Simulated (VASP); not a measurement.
# H14CO7: single point with PBE+D3(BJ)

The system is H14CO7.

```
O H C
1.0
     5.77700    0.00000    0.00000
     0.00000    5.77700    0.00000
     0.00000    0.00000    5.77700
O H C
7 14 1
Cartesian
  0.6156 4.6939 3.0687
  1.8294 4.4448 0.6071
  6.0249 2.3937 1.7133
  4.7505 2.1098 5.1932
  2.0997 1.7340 4.2405
  3.4617 4.2685 4.2159
  4.1274 0.5656 2.4457
  1.0277 4.9009 2.1961
  1.3776 4.7339 3.6796
  2.5220 4.5382 -0.0873
  1.5573 3.5097 0.5857
  6.0439 3.1551 2.3503
  5.5397 1.6549 2.1540
  5.1934 2.3195 6.0631
  5.3994 1.5482 4.7340
  2.9319 1.5590 4.7343
  2.2054 2.6854 4.0328
  3.8775 4.8738 3.5593
  4.1488 3.6010 4.4749
  2.1578 0.7537 1.9419
  3.2090 2.3239 1.9765
  3.1326 1.2253 2.1517
```

- Program: VASP 6.6.1
- Task: single point
- Functional: PBE
- Dispersion: D3(BJ)
- Potentials or basis: VASP PAW PBE potentials, release 64 (O_h, H_h, C_h)
- Cutoff: 1000 eV
- k mesh: 1 × 1 × 1
- Occupations: fermi-dirac, width 0.05 eV
- Spin: no spin polarisation

* Pressure: 0.4 GPa
* Largest force: 0.249 eV/Å
* Dispersion energy per atom: -0.044 eV

Forces on the atoms (eV/Å):
```
O    0.237  0.019 -0.074
O   -0.012 -0.001  0.004
O   -0.030 -0.004 -0.010
O    0.030 -0.026 -0.025
O   -0.009  0.017  0.020
O    0.086 -0.028 -0.016
O    0.053 -0.055 -0.001
H   -0.063 -0.040  0.090
H   -0.166 -0.001  0.004
H    0.012 -0.003  0.002
H   -0.004 -0.002 -0.013
H    0.003  0.005  0.013
H    0.022  0.008 -0.013
H    0.017  0.012  0.020
H   -0.018  0.037  0.013
H   -0.028 -0.013 -0.014
H   -0.009  0.010  0.016
H   -0.027  0.010 -0.003
H   -0.050  0.017  0.014
H    0.126  0.052 -0.006
H    0.001 -0.059 -0.020
C   -0.171  0.046 -0.002
```

Stress tensor (GPa, compression positive):
```
 0.65 -0.12  0.08
-0.12  0.32 -0.09
 0.08 -0.09  0.34
```

Levels at points of the mesh, in eV from the Fermi level:
```
           k point  band 28  band 29  band 30  band 31  band 32  band 33
(0.00, 0.00, 0.00)    -2.03    -1.81    -1.22     3.07     3.77     7.04
```

It took 26 s on 1 thread of AMD EPYC 9R45 96-Core Processor (Zen 5), on a shared host, peak memory 0.41 GiB.

Caveat: the k points lie up to 1.09 Å⁻¹ apart, too coarse for converged energies, forces and pressures.
